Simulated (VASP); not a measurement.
Crystal: CsI.

```
Cs I
1.0
     4.56670    0.00000    0.00000
     0.00000    4.56670    0.00000
     0.00000    0.00000    4.56670
Cs I
1 1
Direct
  0.00000 0.00000 0.00000
  0.50000 0.50000 0.50000
```

| Item | Value |
| --- | --- |
| Program | VASP 6.6.1 |
| Task | relaxation of cell and atoms |
| Functional | PBE |
| Potentials or basis | VASP PAW PBE potentials, release 64 (Cs_sv, I) |
| Cutoff | 500 eV |
| k mesh | 6 × 6 × 6 |
| Occupations | fermi-dirac, width 0.02 eV |
| Spin | no spin polarisation |

At the start: pressure 0.8 GPa; volume 47.62 Å³/atom.

Problem. Where does the relaxation end?

Solution. Over 4 steps the energy falls by 7.6 meV/atom and the volume is 50.95 Å³/atom (+7.0 %); space group Pm-3m (No. 221, to 0.1 Å) before and after.

The path:
```tsv
step	energy change (eV)	largest force (eV/Å)	pressure (GPa)	volume (Å³)
1	0.0000	0.0000	0.79	95.24
2	-0.0116	0.0000	0.36	98.50
3	-0.0151	0.0000	-0.05	102.34
4	-0.0152	0.0000	0.00	101.89
```

Final structure:
```xyz
2
Lattice="4.6707 0.0000 0.0000 0.0000 4.6707 0.0000 0.0000 0.0000 4.6707" Properties=species:S:1:pos:R:3 pbc="T T T"
Cs    0.0000    0.0000    0.0000
I     2.3353    2.3353    2.3353
```
